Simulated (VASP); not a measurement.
# Ge in VASP: a series of runs

Ge is run at these levels: PBE; tasks: electric field gradients.

Program: VASP 6.6.1. These are calculated values, not measurements. Logs are shortened: lines on timing, memory, paths and dates and some standing lists are left out, and cuts for length are marked.

**1. The cell of the first run**

It takes space group I4_1/amd (No. 141, tetragonal). The conventional cell has a = 3.920 Å, b = 3.920 Å, c = 5.658 Å, α = 90.00°, β = 90.00°, γ = 90.00°. Within 3.2 Å of Ge (site symmetry -4m2) lie 4 Ge at 2.42 Å.

**2. Electric field gradients, PBE (equal xx and yy strain of -2 %)**

File INCAR:

```
SYSTEM = Ge
PREC     = Accurate       ! precision mode
ENCUT    = 520            ! plane-wave cutoff, eV
EDIFF    = 1E-8           ! SCF threshold, eV
ISMEAR   = -1             ! smearing method
SIGMA    = 0.05           ! smearing width, eV
LREAL    = .False.        ! projectors in reciprocal space
LASPH    = .True.         ! aspherical terms in the spheres
NELM     = 100            ! most SCF steps
ALGO     = Normal         ! electronic algorithm
ISIF     = 2              ! what is computed and relaxed
LWAVE    = .False.        ! write WAVECAR
LCHARG   = .False.        ! write CHGCAR
GGA      = PE             ! functional
LEFG     = .True.       
NBANDS   = 21             ! bands
```

File KPOINTS:

```
Automatic mesh
0
Gamma
  10 10 10
  0 0 0
```

File POSCAR:

```
Ge
1.0
    0.0000000000      2.7721946000      2.8287700000
    2.7721946000      0.0000000000      2.8287700000
    2.7721946000      2.7721946000      0.0000000000
Ge
2
Direct
    0.5000000000      0.5000000000      0.5000000000
    0.7500000000      0.7500000000      0.7500000000
```

Potentials or basis: VASP PAW PBE potentials, release 64 (Ge_d).

Started as:

```sh
> cat potpaw_PBE.64/Ge_d/POTCAR > POTCAR
> mpirun -np 1 vasp_std > vasp.out
```

OUTCAR:

```text
SYSTEM = Ge
   PREC = Accurate
   ENCUT = 520
   EDIFF = 1E-8
   ISMEAR = -1
   LREAL = .False.
   LASPH = .True.
   NELM = 100
   ISIF = 2
   GGA = PE

 ion  position               nearest neighbor table
   1  0.500  0.500  0.500-   2 2.42   2 2.42   2 2.42   2 2.42
   2  0.750  0.750  0.750-   1 2.42   1 2.42   1 2.42   1 2.42

  LATTYP: Found a body centered tetragonal cell.
 ALAT       =     3.9204752009
 C/A-ratio  =     1.4430750636

  Lattice vectors:

 A1 = (  -2.7721946000,   0.0000000000,   2.8287700000)
 A2 = (   2.7721946000,   0.0000000000,   2.8287700000)
 A3 = (   0.0000000000,   2.7721946000,  -2.8287700000)

Analysis of symmetry for initial positions (statically):
=====================================================================
 Subroutine PRICEL returns:
 Original cell was already a primitive cell.

 Routine SETGRP: Setting up the symmetry group for a
 body centered tetragonal supercell.

 Subroutine GETGRP returns: Found 16 space group operations
 (whereof  8 operations were pure point group operations)
 out of a pool of 16 trial point group operations.

The static configuration has the point symmetry D_2d.
 The point group associated with its full space group is D_4h.

Analysis of symmetry for dynamics (positions and initial velocities):
=====================================================================
 Subroutine PRICEL returns:
 Original cell was already a primitive cell.

 Routine SETGRP: Setting up the symmetry group for a
 body centered tetragonal supercell.

 Subroutine GETGRP returns: Found 16 space group operations
 (whereof  8 operations were pure point group operations)
 out of a pool of 16 trial point group operations.

The dynamic configuration has the point symmetry D_2d.
 The point group associated with its full space group is D_4h.

 Subroutine INISYM returns: Found 16 space group operations
 (whereof  8 operations are pure point group operations),
 and found     1 'primitive' translations

----------------------------------------------------------------------------------------

                                     Primitive cell

  volume of cell :      43.4786

  direct lattice vectors                    reciprocal lattice vectors
     0.000000000  2.772194600  2.828770000    -0.180362519  0.180362519  0.176755268
     2.772194600  0.000000000  2.828770000     0.180362519 -0.180362519  0.176755268
     2.772194600  2.772194600  0.000000000     0.180362519  0.180362519 -0.176755268

  length of vectors
     3.960682089  3.960682089  3.920475201     0.310328376  0.310328376  0.310328376

  position of ions in fractional coordinates (direct lattice)
     0.500000000  0.500000000  0.500000000
     0.750000000  0.750000000  0.750000000

  ion indices of the primitive-cell ions
   primitive index   ion index
                 1           1
                 2           2

----------------------------------------------------------------------------------------

 KPOINTS: Automatic mesh

Automatic generation of k-mesh.
 Grid dimensions read from file:
 generate k-points for:   10   10   10

 Generating k-lattice:

  Cartesian coordinates                     Fractional coordinates (reciprocal lattice)
    -0.018036252  0.018036252  0.017675527     0.100000000 -0.000000000  0.000000000
     0.018036252 -0.018036252  0.017675527    -0.000000000  0.100000000  0.000000000
     0.018036252  0.018036252 -0.017675527     0.000000000  0.000000000  0.100000000

  Length of vectors
     0.031032838  0.031032838  0.031032838

  Shift w.r.t. Gamma in fractional coordinates (k-lattice)
     0.000000000  0.000000000  0.000000000

 Subroutine IBZKPT returns following result:
 ===========================================

 Found    102 irreducible k-points:

 Following reciprocal coordinates:
            Coordinates               Weight
  0.000000  0.000000  0.000000      1.000000
  0.100000 -0.000000  0.000000      8.000000
  0.200000 -0.000000  0.000000      8.000000
  0.300000 -0.000000  0.000000      8.000000
  0.400000 -0.000000  0.000000      8.000000
  0.500000 -0.000000  0.000000      4.000000
[... 16 lines left out ...]
  0.300000  0.300000  0.000000      2.000000
  0.400000  0.300000  0.000000      8.000000
 [... further k-points ...]
   k-points           NKPTS =    102   k-points in BZ     NKDIM =    102   number of bands    NBANDS=     21
   number of dos      NEDOS =    301   number of ions     NIONS =      2
   total plane-waves  NPLWV =  27000
   dimension x,y,z NGX =    30 NGY =   30 NGZ =   30
   dimension x,y,z NGXF=    60 NGYF=   60 NGZF=   60
   ions per type =               2
   NGX,Y,Z   is equivalent  to a cutoff of  12.59, 12.59, 12.72 a.u.
   NGXF,Y,Z  is equivalent  to a cutoff of  25.18, 25.18, 25.44 a.u.
 SYSTEM =  Ge
   PREC   = accura    normal or accurate (medium, high low for compatibility)
   ISTART =      0    job   : 0-new  1-cont  2-samecut
   ICHARG =      2    charge: 1-file 2-atom 10-const
   ISPIN  =      1    spin polarized calculation?
   LNONCOLLINEAR =      F non collinear calculations
   LSORBIT =      F    spin-orbit coupling
   LASPH  =      T    aspherical Exc in radial PAW
   ENCUT  =  520.0 eV  38.22 Ry    6.18 a.u.   7.36  7.36  7.29*2*pi/ulx,y,z
   NELM   =    100;   NELMIN=  2; NELMDL= -5     # of ELM steps
   EDIFF  = 0.1E-07   stopping-criterion for ELM
   LREAL  =      F    real-space projection
   EDIFFG = 0.1E-06   stopping-criterion for IOM
   NSW    =      0    number of steps for IOM
   IBRION =     -1    ionic relax: 0-MD 1-quasi-New 2-CG
   NFREE  =      0    steps in history (QN), initial steepest desc. (CG)
   ISIF   =      2    stress and relaxation
   ISYM   =      2    0-nonsym 1-usesym 2-fastsym
   POTIM  = 0.5000    time-step for ionic-motion
   TEBEG  =    0.0;   TEEND  =   0.0 temperature during run
   PSTRESS=    0.0 pullay stress
   NELECT =      28.0000    total number of electrons
   NUPDOWN=      -1.0000    fix difference up-down
   EMIN   =  10.00;   EMAX   =-10.00  energy-range for DOS
   EFERMI =   0.00;   METHOD = LEGACY
   ISMEAR =    -1;   SIGMA  =   0.05  broadening in eV -4-tet -1-fermi 0-gaus
   EFERMI_NEDOS =   21; number of points for ismear=-14 and -15
   IALGO  =     38    algorithm
   IMIX   =      4    mixing-type and parameters
     AMIX     =   0.40;   BMIX     =  1.00
     AMIX_MAG =   1.60;   BMIX_MAG =  1.00
  volume/ion in A,a.u.               =      21.74       146.70
  Fermi-wavevector in a.u.,A,eV,Ry     =   1.413739  2.671579 27.193382  1.998657
  Thomas-Fermi vector in A             =   2.535353
   LORBIT       =      0    0 simple, 1 ext, 2 COOP (PROOUT), +10 PAW based schemes
   GGA     = PE    functional components
   LHFCALC =     F    Hartree Fock is set to
   AEXX    =    0.0000 exact exchange contribution
   IVDW    =     0    specifies the selected vdW correction
   LEPSILON=     F    determine dielectric tensor
   LRPA    =     F    only Hartree local field effects (RPA)
 non-spin polarized calculation
  energy-cutoff  :      520.00
  volume of cell :       43.48
 maximum number of plane-waves:      1195
 NGX is ok and might be reduce to    30
   NGX = 15   NGY = 15   NGZ = 15

 number of electron      28.0000011 magnetization

 Free energy of the ion-electron system (eV)
  ---------------------------------------------------
  ext. energy  EPLUGINS =         0.00000000
  ---------------------------------------------------
  free energy    TOTEN  =        -8.94523938 eV

  energy without entropy =       -8.94501811  energy(sigma->0) =       -8.94512874

 E-fermi :   5.5491     XC(G=0): -10.1191

 val. band max:        5.4522842158   @ k =   0.0000   0.0000   0.0000
 cond. band min:       5.7003515602   @ k =   0.5000  -0.0000   0.0000
 fundamental gap:      0.2480673444
 Fermi energy:         5.5490797410

 k-point     1 :       0.0000    0.0000    0.0000
  band No.  band energies     occupation
      1     -19.4825      2.00000
      2     -19.4825      2.00000
      3     -19.4768      2.00000
      4     -19.4424      2.00000
      5     -19.4399      2.00000
      6     -19.2139      2.00000
[... 13 lines left out ...]
     20      14.7668      0.00000
     21      15.2000      0.00000
[... 529 lines left out ...]
 k-point    24 :       0.4000    0.3000    0.0000
  band No.  band energies     occupation
      1     -19.5205      2.00000
      2     -19.5149      2.00000
      3     -19.4677      2.00000
      4     -19.3705      2.00000
      5     -19.3546      2.00000
      6     -19.3167      2.00000
[... 13 lines left out ...]
     20      17.2122      0.00000
     21      17.4176      0.00000

 [... further k-points ...]

------------------------ aborting loop because EDIFF is reached ----------------------------------------

  FORCE on cell =-STRESS in cart. coord.  units (eV):
  Direction    XX          YY          ZZ          XY          YZ          ZX
  --------------------------------------------------------------------------------------
  -------------------------------------------------------------------------------------
  Total        2.0215365      2.0215365      1.6021793      0.0000000     -0.0000000      0.0000000
  in kB       74.4932820     74.4932820     59.0400385      0.0000000     -0.0000000      0.0000000
  external PRESSURE =      69.3422008 kB  Pullay stress =       0.0000000 kB

 VOLUME and BASIS-vectors are now :
 -----------------------------------------------------------------------------
  energy-cutoff  :      520.00
  volume of cell :       43.48
      direct lattice vectors                 reciprocal lattice vectors
     0.000000000  2.772194600  2.828770000    -0.180362519  0.180362519  0.176755268
     2.772194600  0.000000000  2.828770000     0.180362519 -0.180362519  0.176755268
     2.772194600  2.772194600  0.000000000     0.180362519  0.180362519 -0.176755268

 POSITION                                       TOTAL-FORCE (eV/Angst)
 -----------------------------------------------------------------------------------
      2.77219      2.77219      2.82877         0.000000      0.000000     -0.000000
      4.15829      4.15829      4.24315        -0.000000     -0.000000      0.000000
 -----------------------------------------------------------------------------------
    total drift:                                0.000000     -0.000000     -0.000000

  FREE ENERGIE OF THE ION-ELECTRON SYSTEM (eV)
  ---------------------------------------------------
  free  energy   TOTEN  =        -8.9452393772 eV

  energy  without entropy=       -8.9450181109  energy(sigma->0) =       -8.94512874

 Electric field gradients (V/A^2)
---------------------------------------------------------------------
 ion       V_xx      V_yy      V_zz      V_xy      V_xz      V_yz
---------------------------------------------------------------------
   1       0.078     0.078    -0.156     0.001     0.001     0.001
   2       0.078     0.078    -0.156     0.001     0.001     0.001
---------------------------------------------------------------------

 Electric field gradients after diagonalization (V/A^2)
 (convention: |V_zz| > |V_xx| > |V_yy|)
----------------------------------------------------------------------
 ion       V_xx      V_yy      V_zz     asymmetry (V_yy - V_xx)/ V_zz
----------------------------------------------------------------------
   1       0.079     0.077    -0.156       0.013
   2       0.079     0.077    -0.156       0.013
----------------------------------------------------------------------

           NMR quadrupolar parameters

 Cq : quadrupolar parameter    Cq=e*Q*V_zz/h
 eta: asymmetry parameters     (V_yy - V_xx)/ V_zz
 Q  : nuclear electric quadrupole moment in mb (millibarn)
----------------------------------------------------------------------
 ion       Cq(MHz)       eta       Q (mb)
----------------------------------------------------------------------
   1      -0.000       0.013       1.000
   2      -0.000       0.013       1.000
----------------------------------------------------------------------
```

Wall time 52 s (1 thread of Intel Xeon Platinum 8488C (Sapphire Rapids), shared host); peak memory 0.21 GiB.

Results:

* Free energy: -8.9452 eV
* Pressure: 6.9 GPa
* Band gap on the k mesh: 0.25 eV (least direct gap 0.35 eV)
* Largest electric field gradient by atom: Ge -0.16 V/Å²

Levels at points of the mesh, in eV from the valence-band top:
```csv
k point,band 12,band 13,band 14,band 15,band 16,band 17
"(0.00, 0.00, 0.00)",-0.16,0.00,0.00,0.35,2.48,2.48
"(0.50, 0.00, 0.00)",-7.85,-1.62,-1.43,0.25,3.66,3.78
"(0.50, 0.50, 0.00)",-9.17,-3.17,-3.17,0.76,0.76,9.79
"(0.50, 0.00, 0.50)",-9.06,-3.32,-3.32,0.59,0.59,9.78
```

Caveat: the cell differs from its parent crystal (equal xx and yy strain of -2 %); the cell stands under pressure; without QUAD_EFG the Cq values of the log hold for a quadrupole moment of 1 mb, not for the nuclei. A k mesh can miss the band edges.

(Part 1 of 2 ends here.)
